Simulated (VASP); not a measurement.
# C (Fd-3m) in VASP: single point with r2SCAN

Aim: the single point of C with r2SCAN.

Everything below comes from runs of VASP 6.6.1. Logs are shortened: lines on timing, memory, paths and dates and some standing lists are left out, and cuts for length are marked.

## 1. The cell of the first run

Symmetry: Fd-3m, No. 227, cubic system. The conventional cell has a = 3.560 Å, b = 3.560 Å, c = 3.560 Å, α = 90.00°, β = 90.00°, γ = 90.00°. Within 2.1 Å of C (site symmetry -43m) lie 4 C at 1.54 Å.

## 2. Single point, r2SCAN

Input file POSCAR:

```
C
1.0
   -0.0000017678     -1.7801478739     -1.7801561704
   -1.7801545677     -0.0000040119     -1.7801539264
    1.7801518348      1.7801384089     -3.5603011079
C
4
Direct
    0.7499976098      0.7500040488      0.7499995773
    0.2500019005      0.2499966270      0.2500005849
    0.3749979973      0.3750033450      0.8749996536
    0.8750024925      0.8749959791      0.3750001842
```

Input file INCAR.step1:

```
ALGO     = Normal         # electronic algorithm
EDIFF    = 1E-5           # SCF threshold, eV
ENCUT    = 910            # plane-wave cutoff, eV
GGA      = PE             # functional
GGA_COMPAT= F            
ISMEAR   = 0              # smearing method
LASPH    = T              # aspherical terms in the spheres
LCHARG   = F              # write CHGCAR
LREAL    = F              # projectors in reciprocal space
LWAVE    = T              # write WAVECAR
NBANDS   = 16             # bands
NELM     = 120            # most SCF steps
PREC     = Accurate       # precision mode
SIGMA    = 0.05           # smearing width, eV
```

Input file INCAR.step2:

```
ALGO     = Normal         # electronic algorithm
EDIFF    = 1E-6           # SCF threshold, eV
ENCUT    = 910            # plane-wave cutoff, eV
GGA_COMPAT= F            
ISIF     = 2              # what is computed and relaxed
ISMEAR   = 0              # smearing method
ISTART   = 1            
LASPH    = T              # aspherical terms in the spheres
LCHARG   = F              # write CHGCAR
LMIXTAU  = T            
LREAL    = F              # projectors in reciprocal space
LWAVE    = F              # write WAVECAR
METAGGA  = R2SCAN         # meta-GGA
NBANDS   = 16             # bands
NELM     = 120            # most SCF steps
PREC     = Accurate       # precision mode
SIGMA    = 0.05           # smearing width, eV
```

Input file KPOINTS:

```
k-points
0
Gamma
  12 12 10
```

Potentials or basis: VASP PAW PBE potentials, release 64 (C_h).

Command:

```
cat potpaw_PBE.64/C_h/POTCAR > POTCAR
cp INCAR.step1 INCAR
mpirun -np 1 vasp_std > vasp.out
cp INCAR.step2 INCAR
mpirun -np 1 vasp_std > vasp.out
```

OUTCAR:

```text
EDIFF = 1E-6
   ENCUT = 910
   ISIF = 2
   ISMEAR = 0
   ISTART = 1
   LASPH = T
   LREAL = F
   METAGGA = R2SCAN
   NELM = 120
   PREC = Accurate

 ion  position               nearest neighbor table
   1  0.750  0.750  0.750-
   2  0.250  0.250  0.250-
   3  0.375  0.375  0.875-
   4  0.875  0.875  0.375-

  LATTYP: Found a trigonal (rhomboedric) cell.
 ALAT       =     4.3604560872
 COS(alpha) =     0.8333323861

  Lattice vectors:

 A1 = (   1.7801518348,   1.7801384089,  -3.5603011079)
 A2 = (   1.7801536026,   3.5602862828,  -1.7801449375)
 A3 = (   3.5603064025,   1.7801424208,  -1.7801471815)

Analysis of symmetry for initial positions (statically):
=====================================================================
 Subroutine PRICEL returns:
 Original cell was already a primitive cell.

 Routine SETGRP: Setting up the symmetry group for a
 trigonal (rhombohedral) supercell.

 Subroutine GETGRP returns: Found 12 space group operations
 (whereof  2 operations were pure point group operations)
 out of a pool of 12 trial point group operations.

The static configuration has the point symmetry C_1h.
 The point group associated with its full space group is D_3d.

Analysis of symmetry for dynamics (positions and initial velocities):
=====================================================================
 Subroutine PRICEL returns:
 Original cell was already a primitive cell.

 Routine SETGRP: Setting up the symmetry group for a
 trigonal (rhombohedral) supercell.

 Subroutine GETGRP returns: Found 12 space group operations
 (whereof  2 operations were pure point group operations)
 out of a pool of 12 trial point group operations.

The dynamic configuration has the point symmetry C_1h.
 The point group associated with its full space group is D_3d.

 Subroutine INISYM returns: Found 12 space group operations
 (whereof  2 operations are pure point group operations),
 and found     1 'primitive' translations

----------------------------------------------------------------------------------------

                                     Primitive cell

  volume of cell :      22.5647

  direct lattice vectors                    reciprocal lattice vectors
    -0.000001768 -1.780147874 -1.780156170     0.140437573 -0.421313896 -0.140436674
    -1.780154568 -0.000004012 -1.780153926    -0.421311958  0.140438455 -0.140437382
     1.780151835  1.780138409 -3.560301108     0.140437370  0.140438252 -0.140437737

  length of vectors
     2.517515133  2.517518279  4.360456087     0.465779530  0.465778256  0.243245381

  position of ions in fractional coordinates (direct lattice)
     0.749997610  0.750004049  0.749999577
     0.250001901  0.249996627  0.250000585
     0.374997997  0.375003345  0.874999654
     0.875002493  0.874995979  0.375000184

  ion indices of the primitive-cell ions
   primitive index   ion index
                 1           1
                 2           2
                 3           3
                 4           4

----------------------------------------------------------------------------------------

 KPOINTS: k-points

Automatic generation of k-mesh.
 Grid dimensions read from file:
 generate k-points for:   12   12   10

 Generating k-lattice:

  Cartesian coordinates                     Fractional coordinates (reciprocal lattice)
     0.011703131 -0.035109491 -0.011703056     0.083333333  0.000000000  0.000000000
    -0.035109330  0.011703205 -0.011703115    -0.000000000  0.083333333 -0.000000000
     0.014043737  0.014043825 -0.014043774     0.000000000 -0.000000000  0.100000000

  Length of vectors
     0.038814961  0.038814855  0.024324538

  Shift w.r.t. Gamma in fractional coordinates (k-lattice)
     0.000000000  0.000000000  0.000000000

 -----------------------------------------------------------------------------
|                                                                             |
|           W    W    AA    RRRRR   N    N  II  N    N   GGGG   !!!           |
|           W    W   A  A   R    R  NN   N  II  NN   N  G    G  !!!           |
|           W    W  A    A  R    R  N N  N  II  N N  N  G       !!!           |
|           W WW W  AAAAAA  RRRRR   N  N N  II  N  N N  G  GGG   !            |
|           WW  WW  A    A  R   R   N   NN  II  N   NN  G    G                |
|           W    W  A    A  R    R  N    N  II  N    N   GGGG   !!!           |
|                                                                             |
|     Your reciprocal lattice and k-lattice belong to different lattice       |
|     classes:                                                                |
|                                                                             |
|        The reciprocal lattice is rhombohedral (trigonal),                   |
|        whereas your k-lattice is base-centered monoclinic.                  |
|                                                                             |
|     Results are often still useful ...                                      |
|                                                                             |
 -----------------------------------------------------------------------------

 WARNING: IBZKPT: internal override: KBLOWUP is changed to .FALSE.
      ... skipping the blow-up phase ...

 Subroutine IBZKPT returns following result:
 ===========================================

 Found    367 irreducible k-points:

 Following reciprocal coordinates:
            Coordinates               Weight
  0.000000  0.000000  0.000000      1.000000
  0.083333 -0.000000  0.000000      4.000000
  0.166667 -0.000000  0.000000      4.000000
  0.250000 -0.000000  0.000000      4.000000
  0.333333 -0.000000  0.000000      4.000000
  0.416667  0.000000  0.000000      4.000000
[... 16 lines left out ...]
  0.500000  0.166667  0.000000      8.000000
 -0.416667  0.166667 -0.000000      4.000000
 [... further k-points ...]
   k-points           NKPTS =    367   k-points in BZ     NKDIM =    367   number of bands    NBANDS=     16
   number of dos      NEDOS =    301   number of ions     NIONS =      4
   total plane-waves  NPLWV =  37632
   dimension x,y,z NGX =    28 NGY =   28 NGZ =   48
   dimension x,y,z NGXF=    56 NGYF=   56 NGZF=   96
   ions per type =               4
   NGX,Y,Z   is equivalent  to a cutoff of  18.49, 18.49, 18.30 a.u.
   NGXF,Y,Z  is equivalent  to a cutoff of  36.98, 36.98, 36.60 a.u.
 SYSTEM =  unknown system
   PREC   = accura    normal or accurate (medium, high low for compatibility)
   ISTART =      1    job   : 0-new  1-cont  2-samecut
   ICHARG =      0    charge: 1-file 2-atom 10-const
   ISPIN  =      1    spin polarized calculation?
   LNONCOLLINEAR =      F non collinear calculations
   LSORBIT =      F    spin-orbit coupling
   LASPH  =      T    aspherical Exc in radial PAW
   ENCUT  =  910.0 eV  66.88 Ry    8.18 a.u.   6.19  6.19 10.73*2*pi/ulx,y,z
   NELM   =    120;   NELMIN=  2; NELMDL=  0     # of ELM steps
   EDIFF  = 0.1E-05   stopping-criterion for ELM
   LREAL  =      F    real-space projection
   EDIFFG = 0.1E-04   stopping-criterion for IOM
   NSW    =      0    number of steps for IOM
   IBRION =     -1    ionic relax: 0-MD 1-quasi-New 2-CG
   NFREE  =      0    steps in history (QN), initial steepest desc. (CG)
   ISIF   =      2    stress and relaxation
   ISYM   =      2    0-nonsym 1-usesym 2-fastsym
   POTIM  = 0.5000    time-step for ionic-motion
   TEBEG  =    0.0;   TEEND  =   0.0 temperature during run
   PSTRESS=    0.0 pullay stress
   NELECT =      16.0000    total number of electrons
   NUPDOWN=      -1.0000    fix difference up-down
   EMIN   =  10.00;   EMAX   =-10.00  energy-range for DOS
   EFERMI =   0.00;   METHOD = LEGACY
   ISMEAR =     0;   SIGMA  =   0.05  broadening in eV -4-tet -1-fermi 0-gaus
   EFERMI_NEDOS =   21; number of points for ismear=-14 and -15
   IALGO  =     38    algorithm
   IMIX   =      4    mixing-type and parameters
     AMIX     =   0.40;   BMIX     =  1.00
     AMIX_MAG =   1.60;   BMIX_MAG =  1.00
  volume/ion in A,a.u.               =       5.64        38.07
  Fermi-wavevector in a.u.,A,eV,Ry     =   1.459839  2.758695 28.995766  2.131129
  Thomas-Fermi vector in A             =   2.576359
   LORBIT       =      0    0 simple, 1 ext, 2 COOP (PROOUT), +10 PAW based schemes
   METAGGA = R2SCAN    functional components
   LHFCALC =     F    Hartree Fock is set to
   AEXX    =    0.0000 exact exchange contribution
   IVDW    =     0    specifies the selected vdW correction
   LEPSILON=     F    determine dielectric tensor
   LRPA    =     F    only Hartree local field effects (RPA)
 non-spin polarized calculation
 Gauss-broadening in eV      SIGMA  =   0.05
  energy-cutoff  :      910.00
  volume of cell :       22.56
 maximum number of plane-waves:      1428
 NGX is ok and might be reduce to    28
   NGX = 13   NGY = 13   NGZ = 21

 number of electron      16.0000000 magnetization

 Free energy of the ion-electron system (eV)
  ---------------------------------------------------
  ext. energy  EPLUGINS =         0.00000000
  ---------------------------------------------------
  free energy    TOTEN  =       -39.43903811 eV

  energy without entropy =      -39.43903811  energy(sigma->0) =      -39.43903811

 E-fermi :  11.3173     XC(G=0): -14.3000

 val. band max:       10.9938593838   @ k =   0.0000   0.0000   0.0000
 cond. band min:      15.3932051159   @ k =  -0.3333  -0.3333   0.3000
 fundamental gap:      4.3993457321
 Fermi energy:        11.3172780535

 k-point     1 :       0.0000    0.0000    0.0000
  band No.  band energies     occupation
      1     -11.7505      2.00000
      2      -5.7755      2.00000
      3      -3.0899      2.00000
      4       8.0128      2.00000
      5       8.0130      2.00000
      6      10.9937      2.00000
[... 8 lines left out ...]
     15      24.9771      0.00000
     16      27.7779      0.00000
[... 419 lines left out ...]
 k-point    24 :      -0.4167    0.1667   -0.0000
  band No.  band energies     occupation
      1      -5.1803      2.00000
      2      -4.7466      2.00000
      3      -0.6743      2.00000
      4       0.1940      2.00000
      5       2.5143      2.00000
      6       3.2397      2.00000
[... 8 lines left out ...]
     15      26.3384      0.00000
     16      27.1944      0.00000

 [... further k-points ...]

------------------------ aborting loop because EDIFF is reached ----------------------------------------

  FORCE on cell =-STRESS in cart. coord.  units (eV):
  Direction    XX          YY          ZZ          XY          YZ          ZX
  --------------------------------------------------------------------------------------
  -------------------------------------------------------------------------------------
  Total       -0.1228023     -0.1228011     -0.1228023      0.0001575     -0.0001580     -0.0001577
  in kB       -8.7194135     -8.7193260     -8.7194073      0.0111800     -0.0112193     -0.0111973
  external PRESSURE =      -8.7193823 kB  Pullay stress =       0.0000000 kB

 VOLUME and BASIS-vectors are now :
 -----------------------------------------------------------------------------
  energy-cutoff  :      910.00
  volume of cell :       22.56
      direct lattice vectors                 reciprocal lattice vectors
    -0.000001768 -1.780147874 -1.780156170     0.140437573 -0.421313896 -0.140436674
    -1.780154568 -0.000004012 -1.780153926    -0.421311958  0.140438455 -0.140437382
     1.780151835  1.780138409 -3.560301108     0.140437370  0.140438252 -0.140437737

 POSITION                                       TOTAL-FORCE (eV/Angst)
 -----------------------------------------------------------------------------------
     -0.00001     -0.00001     -5.34046         0.000819     -0.000746      0.000746
      0.00001     -0.00001     -1.78015        -0.000721      0.000844     -0.000844
      0.89007      0.89007     -4.45038         0.000721     -0.000844      0.000844
     -0.89007     -0.89009     -4.45038        -0.000819      0.000746     -0.000746
 -----------------------------------------------------------------------------------
    total drift:                                0.006847     -0.002197     -0.000210

  FREE ENERGIE OF THE ION-ELECTRON SYSTEM (eV)
  ---------------------------------------------------
  free  energy   TOTEN  =       -39.4390381104 eV

  energy  without entropy=      -39.4390381104  energy(sigma->0) =      -39.43903811
```

Run time: 13 min. Hardware: 1 thread of Intel Xeon Platinum 8488C (Sapphire Rapids), shared host; peak memory 0.33 GiB.

Results:

```
Free energy            : -39.4390 eV
Pressure               : -0.9 GPa
Band gap on the k mesh : 4.40 eV
```

Caveat: the cutoff is under 1.25 times the usual one of these potentials, so pressure, stress and relaxed cells hold a basis-set (Pulay) error; the PAW data sets were made with another functional, which shifts forces and pressure a little.
